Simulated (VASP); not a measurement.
Runs of VASP 6.6.1 on CoPtO2. The structure is that of space group R-3m (No. 166), or close to it. The cells are those of the table. 

```csv
task,cell,k mesh,cutoff (eV),gap on the mesh (eV),pressure (GPa),moment (μB),largest force (eV/Å)
single point,"a = 6.279 Å, angles 28.2°, 4 atoms",8 × 8 × 8,520,none,(b),(a),0.14
single point,"a = 6.288 Å, angles 27.3°, 4 atoms",6 × 6 × 6,520,none,-2.3,1.94,0.13
single point,"a = 6.252 Å, angles 27.5°, 4 atoms",8 × 8 × 8,520,none,-0.7,1.85,0.13
relaxation of shape and atoms at fixed volume,"relaxed from a = 6.264 Å, angles 27.5°, 4 atoms",8 × 8 × 8,600,none,-2.1,1.85,0.01
single point,"a = 6.288 Å, angles 27.3°, 4 atoms",12 × 12 × 12,520,none,0.3,3.29,0.30
```

Alike in all rows: level PBE+U; potentials or basis VASP PAW PBE potentials, release 64 (Pt, Co, O); spin collinear, ferrimagnetic start; Co d U = 3.3 eV; smearing gaussian 0.05 eV.

Fill in the values left out.

(a) 1.84; (b) -7.7.

Caveats: some runs use coarse meshes; spin-orbit coupling is left out, which moves the levels of the heavy elements; a cell with one magnetic atom can't hold antiferromagnetic order, which such compounds often take; the cell stands under tension (at least some runs).

A k mesh can miss the band edges, and the runs leave out spin-orbit coupling on Pt.

A gap of «none» marks levels without a gap at the run's occupations.
